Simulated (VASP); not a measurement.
# Ti3CuBr (Pm-3m) in VASP: further runs

Runs on Ti3CuBr. Level: PBE. Tasks: single point, relaxation of cell and atoms.

All numbers are computed with VASP 6.6.1; they aren't measurements. Logs are shortened: lines on timing, memory, paths and dates and some standing lists are left out, and cuts for length are marked.

### 1 The cell of the first run

Symmetry: Pm-3m, No. 221, cubic system. The conventional cell has a = 4.399 Å, b = 4.399 Å, c = 4.399 Å, α = 90.00°, β = 90.00°, γ = 90.00°. Within 2.9 Å of Ti (site symmetry 4/mmm) lie 2 Br at 2.20 Å. Within 4.1 Å of Cu (site symmetry m-3m) lie 12 Ti at 3.11 Å and 8 Br at 3.81 Å. Br (site symmetry m-3m) has 6 Ti at 2.20 Å within 2.9 Å.

The cell was built from a structure type or drawn by symmetry, and may not be a known phase.

### 2 Single point, PBE, collinear spin

The input, INCAR:

```
SYSTEM = Ti3CuBr
PREC = Accurate
ENCUT = 520
EDIFF = 1E-6
ISMEAR = 0
SIGMA = 0.1
LREAL = .False.
LASPH = .True.
NELM = 150
ALGO = Normal
ISIF = 2
LWAVE = .False.
LCHARG = .False.
ISPIN = 2
MAGMOM = 1 1 1 1 0
LORBIT = 11
LMAXMIX = 4
GGA = PE
NBANDS = 39
```

The input, KPOINTS:

```
Automatic mesh
0
Gamma
  4 4 4
  0 0 0
```

The input, POSCAR:

```
Ti3CuBr
1.0
    4.3993420700      0.0000000000      0.0000000000
    0.0000000000      4.3993420700      0.0000000000
    0.0000000000      0.0000000000      4.3993420700
Ti Cu Br
3 1 1
Direct
    0.0000000000      0.5000000000      0.5000000000
    0.5000000000      0.0000000000      0.5000000000
    0.5000000000      0.5000000000      0.0000000000
    0.0000000000      0.0000000000      0.0000000000
    0.5000000000      0.5000000000      0.5000000000
```

Potentials or basis: VASP PAW PBE potentials, release 64 (Ti_sv, Cu, Br).

Command:

```bash
$ cat potpaw_PBE.64/Ti_sv/POTCAR potpaw_PBE.64/Cu/POTCAR potpaw_PBE.64/Br/POTCAR > POTCAR
$ mpirun -np 1 vasp_std > vasp.out
```

OUTCAR:

```text
SYSTEM = Ti3CuBr
   PREC = Accurate
   ENCUT = 520
   EDIFF = 1E-6
   ISMEAR = 0
   LREAL = .False.
   LASPH = .True.
   NELM = 150
   ISIF = 2
   ISPIN = 2
   LORBIT = 11
   GGA = PE

 ion  position               nearest neighbor table
   1  0.000  0.500  0.500-   5 2.20   5 2.20
   2  0.500  0.000  0.500-   5 2.20   5 2.20
   3  0.500  0.500  0.000-   5 2.20   5 2.20
   4  0.000  0.000  0.000-
   5  0.500  0.500  0.500-   1 2.20   2 2.20   3 2.20   3 2.20   2 2.20   1 2.20

  LATTYP: Found a simple cubic cell.
 ALAT       =     4.3993420700

  Lattice vectors:

 A1 = (   4.3993420700,   0.0000000000,   0.0000000000)
 A2 = (   0.0000000000,   4.3993420700,   0.0000000000)
 A3 = (   0.0000000000,   0.0000000000,   4.3993420700)

Analysis of symmetry for initial positions (statically):
=====================================================================
 Subroutine PRICEL returns:
 Original cell was already a primitive cell.

 Routine SETGRP: Setting up the symmetry group for a
 simple cubic supercell.

 Subroutine GETGRP returns: Found 48 space group operations
 (whereof 48 operations were pure point group operations)
 out of a pool of 48 trial point group operations.

The static configuration has the point symmetry O_h .

Analysis of symmetry for dynamics (positions and initial velocities):
=====================================================================
 Subroutine PRICEL returns:
 Original cell was already a primitive cell.

 Routine SETGRP: Setting up the symmetry group for a
 simple cubic supercell.

 Subroutine GETGRP returns: Found 48 space group operations
 (whereof 48 operations were pure point group operations)
 out of a pool of 48 trial point group operations.

The dynamic configuration has the point symmetry O_h .

Analysis of structural, dynamic, and magnetic symmetry:
=====================================================================
 Subroutine PRICEL returns:
 Original cell was already a primitive cell.

 Routine SETGRP: Setting up the symmetry group for a
 simple cubic supercell.

 Subroutine GETGRP returns: Found 48 space group operations
 (whereof 48 operations were pure point group operations)
 out of a pool of 48 trial point group operations.

The overall configuration has the point symmetry O_h .

 Subroutine INISYM returns: Found 48 space group operations
 (whereof 48 operations are pure point group operations),
 and found     1 'primitive' translations

----------------------------------------------------------------------------------------

                                     Primitive cell

  volume of cell :      85.1458

  direct lattice vectors                    reciprocal lattice vectors
     4.399342070  0.000000000  0.000000000     0.227306716  0.000000000  0.000000000
     0.000000000  4.399342070  0.000000000     0.000000000  0.227306716  0.000000000
     0.000000000  0.000000000  4.399342070     0.000000000  0.000000000  0.227306716

  length of vectors
     4.399342070  4.399342070  4.399342070     0.227306716  0.227306716  0.227306716

  position of ions in fractional coordinates (direct lattice)
     0.000000000  0.500000000  0.500000000
     0.500000000  0.000000000  0.500000000
     0.500000000  0.500000000  0.000000000
     0.000000000  0.000000000  0.000000000
     0.500000000  0.500000000  0.500000000

  ion indices of the primitive-cell ions
   primitive index   ion index
                 1           1
                 2           2
                 3           3
                 4           4
                 5           5

----------------------------------------------------------------------------------------

 KPOINTS: Automatic mesh

Automatic generation of k-mesh.
 Grid dimensions read from file:
 generate k-points for:    4    4    4

 Generating k-lattice:

  Cartesian coordinates                     Fractional coordinates (reciprocal lattice)
     0.056826679  0.000000000  0.000000000     0.250000000  0.000000000  0.000000000
     0.000000000  0.056826679  0.000000000     0.000000000  0.250000000  0.000000000
     0.000000000  0.000000000  0.056826679     0.000000000  0.000000000  0.250000000

  Length of vectors
     0.056826679  0.056826679  0.056826679

  Shift w.r.t. Gamma in fractional coordinates (k-lattice)
     0.000000000  0.000000000  0.000000000

 Subroutine IBZKPT returns following result:
 ===========================================

 Found     10 irreducible k-points:

 Following reciprocal coordinates:
            Coordinates               Weight
  0.000000  0.000000  0.000000      1.000000
  0.250000  0.000000  0.000000      6.000000
  0.500000  0.000000  0.000000      3.000000
  0.250000  0.250000  0.000000     12.000000
  0.500000  0.250000  0.000000     12.000000
  0.500000  0.500000  0.000000      3.000000
  0.250000  0.250000  0.250000      8.000000
  0.500000  0.250000  0.250000     12.000000
  0.500000  0.500000  0.250000      6.000000
[... 59 lines left out ...]

 Free energy of the ion-electron system (eV)
  ---------------------------------------------------
  ext. energy  EPLUGINS =         0.00000000
  ---------------------------------------------------
  free energy    TOTEN  =       -24.74820415 eV

  energy without entropy =      -24.71276934  energy(sigma->0) =      -24.73048675

 E-fermi :   7.8883     XC(G=0): -11.2450

 val. band max:        7.8742064125   @ k =   0.2500   0.2500   0.2500
 cond. band min:       7.8960794047   @ k =   0.5000   0.5000   0.5000
 fundamental gap:      0.0218729922
 Fermi energy:         7.8883437633

 spin component 1

 k-point     1 :       0.0000    0.0000    0.0000
  band No.  band energies     occupation
      1     -49.3722      1.00000
      2     -49.2995      1.00000
      3     -49.2995      1.00000
      4     -26.0373      1.00000
      5     -26.0373      1.00000
      6     -26.0373      1.00000
[... 31 lines left out ...]
     38      11.2309      0.00000
     39      11.2309      0.00000

 k-point     2 :       0.2500    0.0000    0.0000
  band No.  band energies     occupation
      1     -49.3630      1.00000
      2     -49.3088      1.00000
      3     -49.2995      1.00000
      4     -26.0388      1.00000
      5     -26.0253      1.00000
      6     -26.0253      1.00000
[... 325 lines left out ...]
     38      12.5122      0.00000
     39      12.5918      0.00000

 k-point    10 :       0.5000    0.5000    0.5000
  band No.  band energies     occupation
      1     -49.3237      1.00000
      2     -49.3237      1.00000
      3     -49.3237      1.00000
      4     -26.5177      1.00000
      5     -25.7815      1.00000
      6     -25.7815      1.00000
[... 31 lines left out ...]
     38      11.8249      0.00000
     39      11.8409      0.00000
 Fermi energy:         7.8883437633

 spin component 2

 k-point     1 :       0.0000    0.0000    0.0000
  band No.  band energies     occupation
      1     -49.1985      1.00000
      2     -49.1255      1.00000
      3     -49.1255      1.00000
      4     -25.9011      1.00000
      5     -25.9011      1.00000
      6     -25.9011      1.00000
[... 31 lines left out ...]
     38      11.2517      0.00000
     39      11.2517      0.00000

 k-point     2 :       0.2500    0.0000    0.0000
  band No.  band energies     occupation
      1     -49.1892      1.00000
      2     -49.1348      1.00000
      3     -49.1254      1.00000
      4     -25.9058      1.00000
      5     -25.8903      1.00000
      6     -25.8903      1.00000
[... 325 lines left out ...]
     38      12.5660      0.00000
     39      12.7228      0.00000

 k-point    10 :       0.5000    0.5000    0.5000
  band No.  band energies     occupation
      1     -49.1497      1.00000
      2     -49.1497      1.00000
      3     -49.1497      1.00000
      4     -26.3922      1.00000
      5     -25.6496      1.00000
      6     -25.6496      1.00000
[... 31 lines left out ...]
     38      11.9737      0.00000
     39      12.0197      0.00000

------------------------ aborting loop because EDIFF is reached ----------------------------------------

  FORCE on cell =-STRESS in cart. coord.  units (eV):
  Direction    XX          YY          ZZ          XY          YZ          ZX
  --------------------------------------------------------------------------------------
  -------------------------------------------------------------------------------------
  Total       10.4201686     10.4201686     10.4201686      0.0000000      0.0000000     -0.0000000
  in kB      196.0749591    196.0749591    196.0749591      0.0000000      0.0000000     -0.0000000
  external PRESSURE =     196.0749591 kB  Pullay stress =       0.0000000 kB

 VOLUME and BASIS-vectors are now :
 -----------------------------------------------------------------------------
  energy-cutoff  :      520.00
  volume of cell :       85.15
      direct lattice vectors                 reciprocal lattice vectors
     4.399342070  0.000000000  0.000000000     0.227306716  0.000000000  0.000000000
     0.000000000  4.399342070  0.000000000     0.000000000  0.227306716  0.000000000
     0.000000000  0.000000000  4.399342070     0.000000000  0.000000000  0.227306716

 POSITION                                       TOTAL-FORCE (eV/Angst)
 -----------------------------------------------------------------------------------
      0.00000      2.19967      2.19967         0.000000      0.000000      0.000000
      2.19967      0.00000      2.19967         0.000000      0.000000      0.000000
      2.19967      2.19967      0.00000         0.000000      0.000000      0.000000
      0.00000      0.00000      0.00000         0.000000      0.000000      0.000000
      2.19967      2.19967      2.19967         0.000000      0.000000      0.000000
 -----------------------------------------------------------------------------------
    total drift:                                0.000000      0.000000      0.000000

  FREE ENERGIE OF THE ION-ELECTRON SYSTEM (eV)
  ---------------------------------------------------
  free  energy   TOTEN  =       -24.7482041542 eV

  energy  without entropy=      -24.7127693378  energy(sigma->0) =      -24.73048675

 total charge

# of ion       s       p       d       tot
------------------------------------------
    1        2.174   6.153   2.106  10.433
    2        2.174   6.153   2.106  10.433
    3        2.174   6.153   2.106  10.433
    4        0.398   0.264   9.115   9.777
    5        1.628   3.455   0.399   5.481
--------------------------------------------------
tot          8.547  22.177  15.832  46.556

 magnetization (x)

# of ion       s       p       d       tot
------------------------------------------
    1        0.001   0.004   0.180   0.184
    2        0.001   0.004   0.180   0.184
    3        0.001   0.004   0.180   0.184
    4       -0.003  -0.002   0.020   0.014
    5       -0.001  -0.006   0.005  -0.001
--------------------------------------------------
tot         -0.001   0.003   0.564   0.566
```

Run time: 45 s. Hardware: 1 thread of AMD EPYC 9R45 (Zen 5), shared host; peak memory 0.23 GiB.

Results:

```
Free energy                                           : -24.7482 eV
Pressure                                              : 19.6 GPa
Net moment                                            : 0.72 μB per cell
Site moments                                          : Ti +0.18; Cu +0.01; Br -0.00 μB
Valence electrons inside the program's atomic spheres : Ti 10.43; Cu 9.78; Br 5.48
```

Caveat: the cell stands under pressure.

### 3 Single point, PBE, collinear spin

This run uses another cell than the first one, of 19.84 Å³/atom.

The input, INCAR:

```
SYSTEM = Ti3CuBr
  PREC = Accurate
  ENCUT = 520
  EDIFF = 1E-7
  ISMEAR = 0
  SIGMA = 0.1
  LREAL = .False.
  LASPH = .True.
  NELM = 150
  ALGO = Normal
  ISIF = 2
  LWAVE = .False.
  LCHARG = .True.
  ISPIN = 2
  MAGMOM = 1 1 1 1 0
  LORBIT = 11
  LMAXMIX = 4
  GGA = PE
  LELF = .True.
  LVHAR = .True.
  NBANDS = 39
```

KPOINTS is that of step 2.

Edit POSCAR of step 2 so:

```diff
@@ -2,5 +2,5 @@
 1.0
-    4.3993420700      0.0000000000      0.0000000000
-    0.0000000000      4.3993420700      0.0000000000
-    0.0000000000      0.0000000000      4.3993420700
+    4.6289889551      0.0000000000      0.0000000000
+    0.0000000000      4.6289889551      0.0000000000
+    0.0000000000      0.0000000000      4.6289889551
 Ti Cu Br
```

Potentials or basis: VASP PAW PBE potentials, release 64 (Ti_sv, Cu, Br).

Command:

```bash
$ cat potpaw_PBE.64/Ti_sv/POTCAR potpaw_PBE.64/Cu/POTCAR potpaw_PBE.64/Br/POTCAR > POTCAR
$ mpirun -np 1 vasp_std > vasp.out
```

It took 48 s on 1 thread of AMD EPYC 9R45 (Zen 5), shared host; peak memory 0.23 GiB.

The run converged. Its results:

* Free energy: -25.5108 eV
* Pressure: 0.2 GPa
* Net moment: 0.82 μB per cell
* Site moments: Ti +0.22; Cu +0.01; Br -0.00 μB
* Valence electrons inside the program's atomic spheres: Ti 10.25; Cu 9.71; Br 5.27

Levels at points of the mesh, in eV from the Fermi level:
Spin up:
| k point | band 23 | band 24 | band 25 | band 26 | band 27 | band 28 | band 29 | band 30 | band 31 | band 32 |
| --- | --- | --- | --- | --- | --- | --- | --- | --- | --- | --- |
| (0.00, 0.00, 0.00) | -1.59 | -1.59 | -1.59 | -0.61 | -0.61 | 0.05 | 0.05 | 1.17 | 1.17 | 1.17 |
| (0.50, 0.00, 0.00) | -1.93 | -1.84 | -1.36 | -1.36 | -0.01 | 0.12 | 0.27 | 0.87 | 0.87 | 0.95 |
| (0.50, 0.50, 0.00) | -1.43 | -1.43 | -0.66 | -0.66 | -0.47 | -0.04 | -0.04 | 0.59 | 0.74 | 0.81 |
| (0.50, 0.50, 0.50) | -0.57 | -0.57 | -0.57 | -0.05 | -0.05 | -0.05 | -0.03 | -0.03 | -0.03 | 1.47 |
Spin down:
| k point | band 25 | band 26 | band 27 | band 28 | band 29 | band 30 |
| --- | --- | --- | --- | --- | --- | --- |
| (0.00, 0.00, 0.00) | -1.49 | -0.37 | -0.37 | 0.21 | 0.21 | 1.27 |
| (0.50, 0.00, 0.00) | -1.24 | -1.24 | 0.14 | 0.41 | 0.56 | 0.99 |
| (0.50, 0.50, 0.00) | -0.52 | -0.52 | -0.41 | 0.23 | 0.23 | 0.74 |
| (0.50, 0.50, 0.50) | -0.49 | 0.12 | 0.12 | 0.12 | 0.22 | 0.22 |

### 4 Relaxation of cell and atoms, PBE, collinear spin

The input, INCAR:

```
SYSTEM = Ti3CuBr
PREC     = Accurate       ! precision mode
ENCUT    = 600            ! plane-wave cutoff, eV
EDIFF    = 1E-6           ! SCF threshold, eV
ISMEAR   = 0              ! smearing method
SIGMA    = 0.1            ! smearing width, eV
LREAL    = .False.        ! projectors in reciprocal space
LASPH    = .True.         ! aspherical terms in the spheres
NELM     = 150            ! most SCF steps
ALGO     = Normal         ! electronic algorithm
ISIF     = 3              ! what is computed and relaxed
LWAVE    = .False.        ! write WAVECAR
LCHARG   = .False.        ! write CHGCAR
ISPIN    = 2              ! spin polarisation
MAGMOM   = 1 1 1 1 0      ! initial moments
LORBIT   = 11             ! projections on sites
LMAXMIX  = 4              ! l up to which the mixer works
GGA      = PE             ! functional
IBRION   = 2              ! ionic algorithm
NSW      = 90             ! ionic steps
EDIFFG   = -0.04          ! ionic threshold
```

The input, KPOINTS:

```
regular mesh
0
Gamma
  4 4 4
  0 0 0
```

Edit POSCAR of step 3 so:

```diff
@@ -2,5 +2,5 @@
 1.0
-    4.6289889551      0.0000000000      0.0000000000
-    0.0000000000      4.6289889551      0.0000000000
-    0.0000000000      0.0000000000      4.6289889551
+    4.3993420700      0.0000000000      0.0000000000
+    0.0000000000      4.3993420700      0.0000000000
+    0.0000000000      0.0000000000      4.3993420700
 Ti Cu Br
```

Command:

```bash
$ cat potpaw_PBE.64/Ti_sv/POTCAR potpaw_PBE.64/Cu/POTCAR potpaw_PBE.64/Br/POTCAR > POTCAR
$ mpirun -np 1 vasp_std > vasp.out
```

Wall time 2.4 min (1 thread of AMD EPYC 9R45 (Zen 5), shared host); peak memory 0.24 GiB.

Results (log left out):

```
Free energy                                           : -25.5075 eV
Relaxed volume                                        : 19.93 Å³/atom
Relaxed cell                                          : a = 4.636 Å, b = 4.636 Å, c = 4.636 Å, α = 90.00°, β = 90.00°, γ = 90.00°
Space group after relaxing (to 0.1 Å)                 : Pm-3m (No. 221)
Energy gained by relaxing                             : 151.8 meV/atom
Ionic steps                                           : 3
Pressure after relaxing                               : -0.1 GPa
Net moment                                            : 0.83 μB per cell
Site moments                                          : Ti +0.22; Cu +0.01; Br -0.00 μB
Valence electrons inside the program's atomic spheres : Ti 10.24; Cu 9.71; Br 5.27
```

Step by step:
```tsv
step	energy change (eV)	largest force (eV/Å)	pressure (GPa)	volume (Å³)
1	0.0000	0.0000	19.71	85.15
2	-0.3198	0.0000	-8.82	113.66
3	-0.7590	0.0000	-0.11	99.63
```

Final structure:
```
Ti Cu Br
1.0
     4.63584    0.00000    0.00000
     0.00000    4.63584    0.00000
     0.00000    0.00000    4.63584
Ti Cu Br
3 1 1
Cartesian
  0.0000 2.3179 2.3179
  2.3179 0.0000 2.3179
  2.3179 2.3179 0.0000
  0.0000 0.0000 0.0000
  2.3179 2.3179 2.3179
```

Levels at points of the mesh, in eV from the Fermi level:
Spin up:
```
           k point  band 23  band 24  band 25  band 26  band 27  band 28  band 29  band 30  band 31  band 32
(0.00, 0.00, 0.00)    -1.59    -1.59    -1.59    -0.61    -0.61     0.05     0.05     1.16     1.16     1.16
(0.50, 0.00, 0.00)    -1.92    -1.83    -1.35    -1.35    -0.01     0.11     0.26     0.87     0.87     0.95
(0.50, 0.50, 0.00)    -1.43    -1.43    -0.66    -0.66    -0.47    -0.04    -0.04     0.59     0.74     0.80
(0.50, 0.50, 0.50)    -0.57    -0.57    -0.57    -0.05    -0.05    -0.05    -0.03    -0.03    -0.03     1.46
```
Spin down:
```
           k point  band 25  band 26  band 27  band 28  band 29  band 30
(0.00, 0.00, 0.00)    -1.48    -0.36    -0.36     0.21     0.21     1.27
(0.50, 0.00, 0.00)    -1.23    -1.23     0.14     0.41     0.56     0.99
(0.50, 0.50, 0.00)    -0.51    -0.51    -0.40     0.23     0.23     0.73
(0.50, 0.50, 0.50)    -0.48     0.12     0.12     0.12     0.22     0.22
```

Caveat: the volume moved by over 15 % at a fixed basis, so the end points are rough.

### 5 Overview

```tsv
task	cell	cutoff (eV)	gap on the mesh (eV)	pressure (GPa)	moment (μB)
single point	a = 4.399 Å, 5 atoms	520	none	19.6	0.72
single point	a = 4.629 Å, 5 atoms	520	none	0.2	0.82
relaxation of cell and atoms	relaxed from a = 4.399 Å, 5 atoms	600	none	-0.1	0.83
```

Alike in all rows: level PBE; potentials or basis VASP PAW PBE potentials, release 64 (Ti_sv, Cu, Br); spin collinear; k mesh 4 × 4 × 4; smearing gaussian 0.1 eV.

Caveats: the cell stands under pressure (at least some runs); the volume moved by over 15 % at a fixed basis, so the end points are rough (at least some runs).

Absolute energies hang on the potentials; compare differences alone.
